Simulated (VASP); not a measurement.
# Rh (Cmcm) in VASP: a series of runs, part 2 of 2

VASP 6.6.1. The steps go on from the part before.

### Step 4. Single point, PBEsol

File INCAR:

```
ALGO     = Fast           # electronic algorithm
EDIFF    = 1E-6           # SCF threshold, eV
ENCUT    = 520            # plane-wave cutoff, eV
GGA      = PS             # functional
ISIF     = 2              # what is computed and relaxed
ISMEAR   = 0              # smearing method
LASPH    = True           # aspherical terms in the spheres
LCHARG   = False          # write CHGCAR
LREAL    = False          # projectors in reciprocal space
LWAVE    = False          # write WAVECAR
NBANDS   = 38             # bands
NELM     = 80             # most SCF steps
PREC     = Accurate       # precision mode
SIGMA    = 0.15           # smearing width, eV
```

File KPOINTS:

```
k-points
0
Gamma
  18 18 6
```

File POSCAR:

```
Rh
1.0
    3.0679364820      0.0000000000      0.0000000000
   -1.5339682410      2.1471473544      0.0000000000
    0.0000000000      0.0000000000      8.0877844121
Rh
4
Direct
    0.0000000000      0.0000000000      0.0000000000
    0.3333333333      0.6666666667      0.2500000000
    0.0000000000      0.0000000000      0.5000000000
    0.6666666667      0.3333333333      0.7500000000
```

Potentials or basis: VASP PAW PBE potentials, release 64 (Rh_pv).

Launch:

```
$ cat potpaw_PBE.64/Rh_pv/POTCAR > POTCAR
$ mpirun -np 1 vasp_std > vasp.out
```

OUTCAR:

```text
EDIFF = 1E-6
   ENCUT = 520
   GGA = PS
   ISIF = 2
   ISMEAR = 0
   LASPH = True
   LREAL = False
   NELM = 80
   PREC = Accurate

 ion  position               nearest neighbor table
   1  0.000  0.000  0.000-   2 2.48   4 2.48   4 2.64   2 2.64   4 2.64   2 2.64
   2  0.333  0.667  0.250-   1 2.48   3 2.48   1 2.64   3 2.64   1 2.64   3 2.64
   3  0.000  0.000  0.500-   2 2.48   4 2.48   4 2.64   2 2.64   4 2.64   2 2.64
   4  0.667  0.333  0.750-   1 2.48   3 2.48   1 2.64   3 2.64   1 2.64   3 2.64

  Warning from LATTYP: Monoclinic adjustment (A1->A3, A2->A1, A3->A2)!
  LATTYP: Found a base centered orthorhombic cell.
 ALAT       =     3.0679364820
 B/A-ratio  =     1.3997339039
 C/A-ratio  =     2.6362294199

  Lattice vectors:

 A1 = (   1.5339682410,  -2.1471473544,   0.0000000000)
 A2 = (   1.5339682410,   2.1471473544,   0.0000000000)
 A3 = (   0.0000000000,   0.0000000000,   8.0877844121)

Analysis of symmetry for initial positions (statically):
=====================================================================
 Subroutine PRICEL returns:
 Original cell was already a primitive cell.

 Routine SETGRP: Setting up the symmetry group for a
 base centered orthorhombic supercell.

 Subroutine GETGRP returns: Found  8 space group operations
 (whereof  4 operations were pure point group operations)
 out of a pool of  8 trial point group operations.

The static configuration has the point symmetry C_2h.
 The point group associated with its full space group is D_2h.

Analysis of symmetry for dynamics (positions and initial velocities):
=====================================================================
 Subroutine PRICEL returns:
 Original cell was already a primitive cell.

 Routine SETGRP: Setting up the symmetry group for a
 base centered orthorhombic supercell.

 Subroutine GETGRP returns: Found  8 space group operations
[... 125 lines left out ...]
   IALGO  =     68    algorithm
   IMIX   =      4    mixing-type and parameters
     AMIX     =   0.40;   BMIX     =  1.00
     AMIX_MAG =   1.60;   BMIX_MAG =  1.00
  volume/ion in A,a.u.               =      13.32        89.88
  Fermi-wavevector in a.u.,A,eV,Ry     =   1.703254  3.218683 39.471493  2.901073
  Thomas-Fermi vector in A             =   2.782874
   LORBIT       =      0    0 simple, 1 ext, 2 COOP (PROOUT), +10 PAW based schemes
   GGA     = PS    functional components
   LHFCALC =     F    Hartree Fock is set to
   AEXX    =    0.0000 exact exchange contribution
   IVDW    =     0    specifies the selected vdW correction
   LEPSILON=     F    determine dielectric tensor
   LRPA    =     F    only Hartree local field effects (RPA)
 non-spin polarized calculation
 RMM-DIIS sequential band-by-band and
 Gauss-broadening in eV      SIGMA  =   0.15
  energy-cutoff  :      520.00
  volume of cell :       53.28
 maximum number of plane-waves:      1456
   NGX = 11   NGY =  9   NGZ = 31

 number of electron      60.0000012 magnetization

 Free energy of the ion-electron system (eV)
  ---------------------------------------------------
  ext. energy  EPLUGINS =         0.00000000
  ---------------------------------------------------
  free energy    TOTEN  =       -31.47742889 eV

  energy without entropy =      -31.41679691  energy(sigma->0) =      -31.44711290

 E-fermi :  12.2951     XC(G=0): -14.3910

 val. band max:       12.2945099467   @ k =   0.0000   0.1111   0.1667
 cond. band min:      12.2959933904   @ k =   0.0000   0.2222   0.3333
 fundamental gap:      0.0014834436
 Fermi energy:        12.2951225360

 k-point     1 :       0.0000    0.0000    0.0000
  band No.  band energies     occupation
      1     -35.0901      2.00000
      2     -34.6146      2.00000
      3     -34.5508      2.00000
      4     -34.1275      2.00000
      5     -34.1137      2.00000
      6     -34.0999      2.00000
[... 973 lines left out ...]
     37      22.5899      0.00000
     38      23.9956      0.00000

 [... further k-points ...]

------------------------ aborting loop because EDIFF is reached ----------------------------------------

  FORCE on cell =-STRESS in cart. coord.  units (eV):
  Direction    XX          YY          ZZ          XY          YZ          ZX
  --------------------------------------------------------------------------------------
  -------------------------------------------------------------------------------------
  Total       -1.2139752      6.9160843      8.8903272      0.0000000      0.0000000      0.0000000
  in kB      -36.5075452    207.9855097    267.3563774      0.0000000      0.0000000      0.0000000
  external PRESSURE =     146.2781140 kB  Pullay stress =       0.0000000 kB

 VOLUME and BASIS-vectors are now :
 -----------------------------------------------------------------------------
  energy-cutoff  :      520.00
  volume of cell :       53.28
      direct lattice vectors                 reciprocal lattice vectors
     3.067936482  0.000000000  0.000000000     0.325951990  0.232867110  0.000000000
    -1.533968241  2.147147354  0.000000000     0.000000000  0.465734221  0.000000000
     0.000000000  0.000000000  8.087784412     0.000000000  0.000000000  0.123643256

 POSITION                                       TOTAL-FORCE (eV/Angst)
 -----------------------------------------------------------------------------------
      0.00000      0.00000      0.00000         0.000000      0.000000      0.000000
     -0.00000      1.43143      2.02195         0.000000      1.230998     -0.000000
      0.00000      0.00000      4.04389        -0.000000      0.000000      0.000000
      1.53397      0.71572      6.06584         0.000000     -1.230998      0.000000
 -----------------------------------------------------------------------------------
    total drift:                               -0.000000      0.000000     -0.000000

  FREE ENERGIE OF THE ION-ELECTRON SYSTEM (eV)
  ---------------------------------------------------
  free  energy   TOTEN  =       -31.4774288926 eV

  energy  without entropy=      -31.4167969138  energy(sigma->0) =      -31.44711290
```

OSZICAR:

```text
N       E                     dE             d eps       ncg     rms          rms(c)
DAV:   1     0.774677823254E+03    0.77468E+03   -0.36559E+04 28112   0.184E+03
DAV:   2    -0.793004534279E+01   -0.78261E+03   -0.76065E+03 28968   0.577E+02
DAV:   3    -0.334823098639E+02   -0.25552E+02   -0.24855E+02 30732   0.114E+02
DAV:   4    -0.337312849435E+02   -0.24898E+00   -0.24881E+00 30512   0.114E+01
DAV:   5    -0.337355458279E+02   -0.42609E-02   -0.42608E-02 30686   0.150E+00    0.249E+01
RMM:   6    -0.315849995073E+02    0.21505E+01   -0.59301E+00 27791   0.163E+01    0.898E+00
RMM:   7    -0.316491786060E+02   -0.64179E-01   -0.77245E-01 28220   0.479E+00    0.481E+00
RMM:   8    -0.314984586098E+02    0.15072E+00   -0.27328E-01 28230   0.320E+00    0.266E+00
RMM:   9    -0.314788268801E+02    0.19632E-01   -0.53976E-02 29071   0.181E+00    0.588E-01
RMM:  10    -0.314773399201E+02    0.14870E-02   -0.47118E-03 30377   0.518E-01    0.744E-02
RMM:  11    -0.314774184865E+02   -0.78566E-04   -0.71974E-04 34055   0.188E-01    0.225E-02
RMM:  12    -0.314774264399E+02   -0.79534E-05   -0.13195E-04 38500   0.755E-02    0.167E-02
RMM:  13    -0.314774282892E+02   -0.18492E-05   -0.18475E-05 33303   0.351E-02    0.561E-03
RMM:  14    -0.314774288926E+02   -0.60342E-06   -0.45389E-06 22631   0.187E-02
   1 F= -.31477429E+02 E0= -.31447113E+02  d E =-.606320E-01
```

Run time: 19 min. Hardware: 1 thread of AMD EPYC 7R43 (Zen 3), shared host; peak memory 0.52 GiB.

What came out:

```
Free energy            : -31.4774 eV
Pressure               : 14.6 GPa
Largest force          : 1.231 eV/Å
Band gap on the k mesh : zero (bands 30 and 31 overlap by 2.10 eV)
```

Forces in eV/Å, atoms in the order of the input:
```
Rh   0.000  0.000  0.000
Rh   0.000  1.231  0.000
Rh   0.000  0.000  0.000
Rh   0.000 -1.231  0.000
```

Levels at points of the mesh, in eV from the Fermi level:
| k point | band 28 | band 29 | band 30 | band 31 | band 32 | band 33 |
| --- | --- | --- | --- | --- | --- | --- |
| (0.00, 0.00, 0.00) | -1.16 | -1.14 | -1.06 | -0.82 | -0.44 | 0.45 |
| (0.50, 0.00, 0.00) | -0.34 | 0.03 | 0.63 | 1.12 | 1.20 | 1.24 |
| (0.00, 0.50, 0.00) | 0.91 | 0.96 | 1.11 | 1.25 | 1.26 | 2.44 |
| (0.00, 0.00, 0.50) | -1.61 | -0.39 | -0.39 | -0.27 | -0.27 | -0.04 |
| (0.50, 0.00, 0.50) | -0.27 | -0.18 | -0.18 | 0.51 | 0.51 | 2.60 |
| (0.00, 0.50, 0.50) | -0.45 | 0.82 | 0.82 | 1.20 | 1.20 | 4.01 |

Caveat: the cell differs from its parent crystal (strain +e along x and -e along y +0.1100, strain +e along z and -e/2 along x and y -0.0733); the stress differs along the axes, from -4 to 27 GPa; the PAW data sets were made with another functional, which shifts forces and pressure a little.

### Step 5. Single point, PBEsol

File INCAR:

```
SYSTEM = Rh
PREC = Accurate
ENCUT = 520
EDIFF = 1E-7
ISMEAR = 0
SIGMA = 0.15
LREAL = .False.
LASPH = .True.
NELM = 100
ALGO = Fast
ISIF = 2
LWAVE = .False.
LCHARG = .False.
GGA = PS
NBANDS = 38
```

File KPOINTS:

```
Automatic mesh
0
Gamma
  18 18 6
  0 0 0
```

Changes to POSCAR since step 4:

```diff
@@ -2,4 +2,4 @@
 1.0
-    3.0679364820      0.0000000000      0.0000000000
-   -1.5339682410      2.1471473544      0.0000000000
+    2.4793122061      0.0000000000      0.0000000000
+   -1.2396561030      2.6569109306      0.0000000000
     0.0000000000      0.0000000000      8.0877844121
```

Potentials or basis: VASP PAW PBE potentials, release 64 (Rh_pv).

Launch:

```
$ cat potpaw_PBE.64/Rh_pv/POTCAR > POTCAR
$ mpirun -np 1 vasp_std > vasp.out
```

OUTCAR:

```text
SYSTEM = Rh
   PREC = Accurate
   ENCUT = 520
   EDIFF = 1E-7
   ISMEAR = 0
   LREAL = .False.
   LASPH = .True.
   NELM = 100
   ISIF = 2
   GGA = PS

 ion  position               nearest neighbor table
   1  0.000  0.000  0.000-   2 2.53   4 2.53   4 2.53   2 2.53   4 2.69   2 2.69
   2  0.333  0.667  0.250-   1 2.53   3 2.53   1 2.53   3 2.53   1 2.69   3 2.69
   3  0.000  0.000  0.500-   2 2.53   4 2.53   4 2.53   2 2.53   4 2.69   2 2.69
   4  0.667  0.333  0.750-   1 2.53   3 2.53   1 2.53   3 2.53   1 2.69   3 2.69

  LATTYP: Found a base centered orthorhombic cell.
 ALAT       =     2.4793122061
 B/A-ratio  =     2.1432645103
 C/A-ratio  =     3.2621080928

  Lattice vectors:

 A1 = (   1.2396561030,  -2.6569109306,   0.0000000000)
 A2 = (   1.2396561031,   2.6569109306,   0.0000000000)
 A3 = (   0.0000000000,   0.0000000000,   8.0877844121)

Analysis of symmetry for initial positions (statically):
=====================================================================
 Subroutine PRICEL returns:
 Original cell was already a primitive cell.

 Routine SETGRP: Setting up the symmetry group for a
 base centered orthorhombic supercell.

[... 174 lines left out ...]

 val. band max:       12.3380818432   @ k =   0.1111   0.3333   0.5000
 cond. band min:      12.3383209113   @ k =   0.1111   0.3889   0.0000
 fundamental gap:      0.0002390681
 Fermi energy:        12.3382089747

 k-point     1 :       0.0000    0.0000    0.0000
  band No.  band energies     occupation
      1     -35.0351      2.00000
      2     -34.5676      2.00000
      3     -34.4953      2.00000
      4     -34.1245      2.00000
      5     -34.1088      2.00000
      6     -34.0951      2.00000
[... 973 lines left out ...]
     37      22.7675      0.00000
     38      26.6028      0.00000

 [... further k-points ...]

------------------------ aborting loop because EDIFF is reached ----------------------------------------

  FORCE on cell =-STRESS in cart. coord.  units (eV):
  Direction    XX          YY          ZZ          XY          YZ          ZX
  --------------------------------------------------------------------------------------
  -------------------------------------------------------------------------------------
  Total       14.6580867     -5.5629251      9.5843732     -0.0000000      0.0000000      0.0000000
  in kB      440.8086313   -167.2923228    288.2282331     -0.0000000      0.0000000      0.0000000
  external PRESSURE =     187.2481805 kB  Pullay stress =       0.0000000 kB

 VOLUME and BASIS-vectors are now :
 -----------------------------------------------------------------------------
  energy-cutoff  :      520.00
  volume of cell :       53.28
      direct lattice vectors                 reciprocal lattice vectors
     2.479312206  0.000000000  0.000000000     0.403337667  0.188188469  0.000000000
    -1.239656103  2.656910931  0.000000000     0.000000000  0.376376938  0.000000000
     0.000000000  0.000000000  8.087784412     0.000000000  0.000000000  0.123643256

 POSITION                                       TOTAL-FORCE (eV/Angst)
 -----------------------------------------------------------------------------------
      0.00000      0.00000      0.00000         0.000000      0.000000      0.000000
     -0.00000      1.77127      2.02195        -0.000000     -0.776768      0.000000
      0.00000      0.00000      4.04389         0.000000      0.000000      0.000000
      1.23966      0.88564      6.06584         0.000000      0.776768      0.000000
 -----------------------------------------------------------------------------------
    total drift:                                0.000000     -0.000000      0.000000

  FREE ENERGIE OF THE ION-ELECTRON SYSTEM (eV)
  ---------------------------------------------------
  free  energy   TOTEN  =       -31.0153824276 eV

  energy  without entropy=      -30.9422818368  energy(sigma->0) =      -30.97883213
```

OSZICAR:

```text
N       E                     dE             d eps       ncg     rms          rms(c)
DAV:   1     0.775498737963E+03    0.77550E+03   -0.36593E+04 28072   0.184E+03
DAV:   2    -0.746992467132E+01   -0.78297E+03   -0.76087E+03 28956   0.577E+02
DAV:   3    -0.328906823862E+02   -0.25421E+02   -0.24740E+02 30544   0.114E+02
DAV:   4    -0.331379307864E+02   -0.24725E+00   -0.24705E+00 30648   0.113E+01
DAV:   5    -0.331421255817E+02   -0.41948E-02   -0.41947E-02 30762   0.149E+00    0.256E+01
RMM:   6    -0.311150121111E+02    0.20271E+01   -0.55940E+00 27819   0.159E+01    0.954E+00
RMM:   7    -0.310893087900E+02    0.25703E-01   -0.63229E-01 28382   0.430E+00    0.409E+00
RMM:   8    -0.310633302517E+02    0.25979E-01   -0.19321E-01 28400   0.267E+00    0.312E+00
RMM:   9    -0.310177072697E+02    0.45623E-01   -0.71346E-02 28447   0.200E+00    0.739E-01
RMM:  10    -0.310153188306E+02    0.23884E-02   -0.68272E-03 29833   0.610E-01    0.842E-02
RMM:  11    -0.310153767282E+02   -0.57898E-04   -0.59104E-04 30989   0.174E-01    0.230E-02
RMM:  12    -0.310153810920E+02   -0.43638E-05   -0.12623E-04 34044   0.775E-02    0.122E-02
RMM:  13    -0.310153822958E+02   -0.12038E-05   -0.32469E-05 36512   0.355E-02    0.585E-03
RMM:  14    -0.310153823971E+02   -0.10127E-06   -0.42298E-06 38594   0.143E-02    0.374E-03
RMM:  15    -0.310153822915E+02    0.10559E-06   -0.71398E-07 26716   0.742E-03    0.864E-04
RMM:  16    -0.310153824533E+02   -0.16179E-06   -0.22058E-07 16431   0.427E-03    0.396E-04
RMM:  17    -0.310153824276E+02    0.25675E-07   -0.72845E-08 15620   0.224E-03
   1 F= -.31015382E+02 E0= -.30978832E+02  d E =-.731006E-01
```

stdout:

```text
POSCAR found type information on POSCAR Rh
 POSCAR found :  1 types and       4 ions
 scaLAPACK will be used
 -----------------------------------------------------------------------------
|                                                                             |
|                                                                             |
|     You enforced a specific xc type in the INCAR file but a different       |
|     I HOPE YOU KNOW WHAT YOU ARE DOING!                                     |
|                                                                             |
 -----------------------------------------------------------------------------

 LDA part: xc-table for (Slater+PW92), standard interpolation
 POSCAR, INCAR and KPOINTS ok, starting setup
 FFT: planning ... GRIDC
 FFT: planning ... GRID_SOFT
 FFT: planning ... GRID
 WAVECAR not read
 entering main loop
```

Wall time 16 min (1 thread of AMD EPYC 7R43 (Zen 3), shared host); peak memory 0.51 GiB.

What came out:

```yaml
Free_energy: -31.0154 eV
Pressure: 18.7 GPa
Largest_force: 0.777 eV/Å
Band_gap_on_the_k_mesh: zero (bands 30 and 31 overlap by 2.13 eV)
```

Forces on the atoms (eV/Å):
```
Rh   0.000  0.000  0.000
Rh   0.000 -0.777  0.000
Rh   0.000  0.000  0.000
Rh   0.000  0.777  0.000
```

Stress tensor (GPa, compression positive):
```
 44.08   0.00   0.00
  0.00 -16.73   0.00
  0.00   0.00  28.82
```

Levels at points of the mesh, in eV from the Fermi level:
| k point | band 28 | band 29 | band 30 | band 31 | band 32 | band 33 |
| --- | --- | --- | --- | --- | --- | --- |
| (0.00, 0.00, 0.00) | -1.22 | -1.21 | -0.78 | -0.72 | -0.36 | 0.48 |
| (0.50, 0.00, 0.00) | 0.07 | 0.21 | 1.08 | 1.47 | 1.69 | 1.86 |
| (0.00, 0.50, 0.00) | 0.26 | 0.30 | 0.49 | 0.58 | 0.63 | 1.08 |
| (0.00, 0.00, 0.50) | -1.52 | -0.53 | -0.53 | -0.29 | -0.29 | 0.01 |
| (0.50, 0.00, 0.50) | -0.25 | 0.24 | 0.24 | 0.54 | 0.54 | 3.69 |
| (0.00, 0.50, 0.50) | 0.09 | 0.27 | 0.27 | 0.89 | 0.89 | 1.70 |

Caveat: the cell differs from its parent crystal (strain +e along x and -e along y -0.1100, strain +e along z and -e/2 along x and y -0.0733); the stress differs along the axes, from -17 to 44 GPa; the PAW data sets were made with another functional, which shifts forces and pressure a little.

### Step 6. The runs side by side

```csv
cell,further INCAR settings,gap on the mesh (eV),pressure (GPa),largest force (eV/Å)
"a = 2.823, b = 2.534, c = 9.048 Å, angles 90.0, 90.0, 123.8°, 4 atoms",ALGO = Fast; EDIFF = 1e-06; NBANDS = 38,none,8.1,0.29
"a = 2.676, b = 2.530, c = 9.367 Å, angles 90.0, 90.0, 121.9°, 4 atoms",ALGO = Fast; EDIFF = 1e-07; NBANDS = 38,none,7.8,0.09
"a = 3.068, b = 2.639, c = 8.088 Å, angles 90.0, 90.0, 125.5°, 4 atoms",ALGO = Fast; EDIFF = 1e-06; NBANDS = 38,none,14.6,1.23
"a = 2.479, b = 2.932, c = 8.088 Å, angles 90.0, 90.0, 115.0°, 4 atoms",ALGO = Fast; EDIFF = 1e-07; NBANDS = 38,none,18.7,0.78
```

Alike in all rows: task single point; level PBEsol; potentials or basis VASP PAW PBE potentials, release 64 (Rh_pv); no spin polarisation; k mesh 18 × 18 × 6; cutoff (eV) 520; smearing gaussian 0.15 eV.

Caveats: the PAW data sets were made with another functional, which shifts forces and pressure a little; the stress differs along the axes, from -12 to 41 GPa (at least some runs); the stress differs along the axes, from -21 to 38 GPa (at least some runs); the stress differs along the axes, from -4 to 27 GPa (at least some runs); the stress differs along the axes, from -17 to 44 GPa (at least some runs).

Total energies depend on the potentials used, so only differences within one code and one set of settings carry meaning.
